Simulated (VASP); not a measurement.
# CdS in VASP: notebook

CdS is run at these levels: BLYP, BHLYP, BLYP+D3(BJ), RPBE+D3(BJ), revPBE; tasks: relaxation of the atoms, single point, relaxation of cell and atoms.

All numbers are computed with VASP 6.6.1; they aren't measurements. Logs are shortened: lines on timing, memory, paths and dates and some standing lists are left out, and cuts for length are marked.

**1. The cell of the first run**

The typed cell holds 2 atoms: a = 4.125 Å, b = 4.125 Å, c = 4.125 Å, α = 60.00°, β = 60.00°, γ = 60.00°.

**2. Relaxation of the atoms, BLYP (atoms moved at random)**

Input file INCAR:

```
SYSTEM = CdS
  AGGAC = 1.0
  AGGAX = 1.0
  ALDAC = 0.0
  ALDAX = 1.0
  ALGO = Normal
  EDIFF = 1E-7
  EDIFFG = -0.01
  ENCUT = 520
  GGA = B5
  IBRION = 2
  ISIF = 2
  ISMEAR = 0
  LASPH = .TRUE.
  LCHARG = .FALSE.
  LREAL = .FALSE.
  LWAVE = .FALSE.
  NELM = 100
  NSW = 60
  PREC = Accurate
  SIGMA = 0.1
```

Input file KPOINTS:

```
k-points
0
G
  6 6 6
  0 0 0
```

Input file POSCAR:

```
CdS
1.0
    0.0000000000      2.9165000000      2.9165000000
    2.9165000000      0.0000000000      2.9165000000
    2.9165000000      2.9165000000      0.0000000000
Cd S
1 1
Direct
   -0.0139980000      0.0044220000     -0.0127840000
    0.7366730000      0.7500060000      0.7606110000
```

Potentials or basis: VASP PAW PBE potentials, release 64 (Cd, S).

Command:

```console
$ cat potpaw_PBE.64/Cd/POTCAR potpaw_PBE.64/S/POTCAR > POTCAR
$ mpirun -np 1 vasp_std > vasp.out
```

OUTCAR:

```text
SYSTEM = CdS
   EDIFF = 1E-7
   EDIFFG = -0.01
   ENCUT = 520
   GGA = B5
   IBRION = 2
   ISIF = 2
   ISMEAR = 0
   LASPH = .TRUE.
   LREAL = .FALSE.
   NELM = 100
   NSW = 60
   PREC = Accurate

 ion  position               nearest neighbor table
   1  0.986  0.004  0.987-   2 2.46   2 2.51   2 2.53   2 2.60
   2  0.737  0.750  0.761-   1 2.46   1 2.51   1 2.53   1 2.60

  LATTYP: Found a face centered cubic cell.
 ALAT       =     5.8330000000

  Lattice vectors:

 A1 = (   0.0000000000,   2.9165000000,   2.9165000000)
 A2 = (   2.9165000000,   0.0000000000,   2.9165000000)
 A3 = (   2.9165000000,   2.9165000000,   0.0000000000)

Analysis of symmetry for initial positions (statically):
=====================================================================
 Subroutine PRICEL returns:
 Original cell was already a primitive cell.

 Routine SETGRP: Setting up the symmetry group for a
 face centered cubic supercell.

 Subroutine GETGRP returns: Found  1 space group operations
 (whereof  1 operations were pure point group operations)
 out of a pool of 48 trial point group operations.

The static configuration has the point symmetry C_1 .

Analysis of symmetry for dynamics (positions and initial velocities):
=====================================================================
 Subroutine PRICEL returns:
 Original cell was already a primitive cell.

 Routine SETGRP: Setting up the symmetry group for a
 face centered cubic supercell.

 Subroutine GETGRP returns: Found  1 space group operations
 (whereof  1 operations were pure point group operations)
 out of a pool of 48 trial point group operations.

The dynamic configuration has the point symmetry C_1 .

 Subroutine INISYM returns: Found  1 space group operations
 (whereof  1 operations are pure point group operations),
 and found     1 'primitive' translations

----------------------------------------------------------------------------------------

                                     Primitive cell

  volume of cell :      49.6153

  direct lattice vectors                    reciprocal lattice vectors
     0.000000000  2.916500000  2.916500000    -0.171438368  0.171438368  0.171438368
     2.916500000  0.000000000  2.916500000     0.171438368 -0.171438368  0.171438368
     2.916500000  2.916500000  0.000000000     0.171438368  0.171438368 -0.171438368

  length of vectors
     4.124553855  4.124553855  4.124553855     0.296939964  0.296939964  0.296939964

  position of ions in fractional coordinates (direct lattice)
     0.986002000  0.004422000  0.987216000
     0.736673000  0.750006000  0.760611000

  ion indices of the primitive-cell ions
   primitive index   ion index
                 1           1
                 2           2

----------------------------------------------------------------------------------------

 KPOINTS: k-points

Automatic generation of k-mesh.
 Grid dimensions read from file:
 generate k-points for:    6    6    6

 Generating k-lattice:

  Cartesian coordinates                     Fractional coordinates (reciprocal lattice)
    -0.028573061  0.028573061  0.028573061     0.166666667  0.000000000  0.000000000
     0.028573061 -0.028573061  0.028573061     0.000000000  0.166666667  0.000000000
     0.028573061  0.028573061 -0.028573061     0.000000000  0.000000000  0.166666667

  Length of vectors
     0.049489994  0.049489994  0.049489994

  Shift w.r.t. Gamma in fractional coordinates (k-lattice)
     0.000000000  0.000000000  0.000000000

 Subroutine IBZKPT returns following result:
 ===========================================

 Found    112 irreducible k-points:

 Following reciprocal coordinates:
            Coordinates               Weight
  0.000000  0.000000  0.000000      1.000000
  0.166667  0.000000  0.000000      2.000000
  0.000000  0.166667  0.000000      2.000000
  0.000000  0.000000  0.166667      2.000000
  0.166667  0.166667  0.166667      2.000000
  0.333333  0.000000  0.000000      2.000000
[... 16 lines left out ...]
  0.166667 -0.166667 -0.166667      2.000000
[... 38 lines left out ...]
     AMIX     =   0.40;   BMIX     =  1.00
     AMIX_MAG =   1.60;   BMIX_MAG =  1.00
  volume/ion in A,a.u.               =      24.81       167.41
  Fermi-wavevector in a.u.,A,eV,Ry     =   1.167599  2.206442 18.548649  1.363287
  Thomas-Fermi vector in A             =   2.304097
   LORBIT       =      0    0 simple, 1 ext, 2 COOP (PROOUT), +10 PAW based schemes
   GGA     = B5    functional components
   LHFCALC =     F    Hartree Fock is set to
   AEXX    =    0.0000 exact exchange contribution
   IVDW    =     0    specifies the selected vdW correction
   LEPSILON=     F    determine dielectric tensor
   LRPA    =     F    only Hartree local field effects (RPA)
 conjugate gradient relaxation of ions
 non-spin polarized calculation
 Gauss-broadening in eV      SIGMA  =   0.10
  energy-cutoff  :      520.00
  volume of cell :       49.62
 maximum number of plane-waves:      1363
   NGX = 15   NGY = 15   NGZ = 15

--------------------------------------- Ionic step        1  -------------------------------------------

 number of electron      18.0000000 magnetization

 Free energy of the ion-electron system (eV)
  ---------------------------------------------------
  ext. energy  EPLUGINS =         0.00000000
  ---------------------------------------------------
  free energy    TOTEN  =        -5.08676147 eV

  energy without entropy =       -5.08676147  energy(sigma->0) =       -5.08676147

------------------------ aborting loop because EDIFF is reached ----------------------------------------

  FORCE on cell =-STRESS in cart. coord.  units (eV):
  Direction    XX          YY          ZZ          XY          YZ          ZX
  --------------------------------------------------------------------------------------
  -------------------------------------------------------------------------------------
  Total        2.0803590      2.0599660      2.1135836     -0.0078443      0.4300627      0.5508111
  in kB       67.1789053     66.5203748     68.2517942     -0.2533087     13.8875740     17.7867787
  external PRESSURE =      67.3170248 kB  Pullay stress =       0.0000000 kB
[... 201 lines left out ...]
  energy  without entropy=       -5.1086106228  energy(sigma->0) =       -5.10861062

--------------------------------------- Ionic step        7  -------------------------------------------

 number of electron      18.0000003 magnetization

 Free energy of the ion-electron system (eV)
  ---------------------------------------------------
  ext. energy  EPLUGINS =         0.00000000
  ---------------------------------------------------
  free energy    TOTEN  =        -5.10862929 eV

  energy without entropy =       -5.10862929  energy(sigma->0) =       -5.10862929

 E-fermi :   2.1592     XC(G=0):  -8.6737

 val. band max:        1.6992576275   @ k =   0.0000   0.0000   0.0000
 cond. band min:       2.8184724637   @ k =   0.0000   0.0000   0.0000
 fundamental gap:      1.1192148362
 Fermi energy:         2.1591932756

 k-point     1 :       0.0000    0.0000    0.0000
  band No.  band energies     occupation
      1     -10.6591      2.00000
      2      -6.0777      2.00000
      3      -6.0772      2.00000
      4      -6.0766      2.00000
      5      -5.6075      2.00000
      6      -5.6075      2.00000
      7       1.6988      2.00000
      8       1.6990      2.00000
      9       1.6993      2.00000
     10       2.8185      0.00000
     11       8.2562      0.00000
     12       8.2566      0.00000
     13       8.2568      0.00000
[... 353 lines left out ...]
 k-point    24 :       0.3333    0.3333    0.1667
  band No.  band energies     occupation
      1     -10.3470      2.00000
      2      -5.9622      2.00000
      3      -5.9292      2.00000
      4      -5.7707      2.00000
      5      -5.5809      2.00000
      6      -5.5664      2.00000
      7      -1.1543      2.00000
      8       0.7044      2.00000
      9       0.7518      2.00000
     10       5.3370      0.00000
     11       7.1490      0.00000
     12       9.0040      0.00000
     13       9.5524      0.00000

 [... further k-points ...]
[... 5 lines left out ...]
  --------------------------------------------------------------------------------------
  -------------------------------------------------------------------------------------
  Total        2.0236243      2.0236186      2.0235650     -0.0002034     -0.0034641     -0.0044334
  in kB       65.3468297     65.3466469     65.3449161     -0.0065668     -0.1118641     -0.1431633
  external PRESSURE =      65.3461309 kB  Pullay stress =       0.0000000 kB
[... 17 lines left out ...]
  FREE ENERGIE OF THE ION-ELECTRON SYSTEM (eV)
  ---------------------------------------------------
  free  energy   TOTEN  =        -5.1086292858 eV

  energy  without entropy=       -5.1086292858  energy(sigma->0) =       -5.10862929

 reached required accuracy - stopping structural energy minimisation
```

Run time: 2.7 min. Hardware: 1 thread of Intel Xeon Platinum 8375C at 2.90GHz (Ice Lake), shared host; peak memory 0.23 GiB.

What came out:

```
Free energy                  : -5.1086 eV
Energy gained by relaxing    : 10.9 meV/atom
Ionic steps                  : 7
Pressure after relaxing      : 6.5 GPa
Largest force after relaxing : 0.004 eV/Å
Band gap on the k mesh       : 1.12 eV
```

Forces on the atoms (eV/Å):
```
Cd  -0.003 -0.003  0.000
S    0.003  0.003  0.000
```

Step by step:
| step | energy change (eV) | largest force (eV/Å) | pressure (GPa) |
| --- | --- | --- | --- |
| 1 | 0.0000 | 0.4851 | 6.73 |
| 2 | -0.0166 | 0.2335 | 6.58 |
| 3 | -0.0213 | 0.0822 | 6.54 |
| 4 | -0.0218 | 0.0313 | 6.54 |
| 5 | -0.0218 | 0.0151 | 6.53 |
| 6 | -0.0218 | 0.0151 | 6.53 |
| 7 | -0.0219 | 0.0044 | 6.53 |

Final structure:
```yaml
crystal:
  lattice:
    - [0.00000, 2.91650, 2.91650]
    - [2.91650, 0.00000, 2.91650]
    - [2.91650, 2.91650, 0.00000]
  atoms:
    - { symbol: Cd, position: [0.98635, 0.00221, 0.99901] }
    - { symbol: S, position: [0.73632, 0.75222, 0.74882] }
```

Levels at points of the mesh, in eV from the valence-band top:
```
           k point  band 6  band 7  band 8  band 9  band 10  band 11  band 12  band 13
(0.00, 0.00, 0.00)   -7.31    0.00    0.00    0.00     1.12     6.56     6.56     6.56
(0.50, 0.00, 0.00)   -6.93   -4.38   -0.75   -0.75     2.99     7.04     7.05     7.54
(0.00, 0.50, 0.00)   -6.93   -4.38   -0.75   -0.75     2.99     7.04     7.05     7.54
(0.00, 0.00, 0.50)   -6.93   -4.38   -0.75   -0.75     2.99     7.04     7.05     7.54
(0.50, 0.50, 0.50)   -6.93   -4.37   -0.75   -0.75     2.99     7.04     7.04     7.54
(0.50, 0.50, 0.00)   -6.86   -3.95   -1.86   -1.86     3.65     4.35     9.27    10.74
(0.00, 0.50, 0.50)   -6.86   -3.95   -1.86   -1.86     3.65     4.35     9.27    10.74
(0.50, 0.00, 0.50)   -6.86   -3.95   -1.86   -1.86     3.65     4.35     9.27    10.74
```

Caveat: the cell differs from its parent crystal (atoms moved at random); the PAW data sets were made with another functional, which shifts forces and pressure a little.

[end of part 1 of 2]
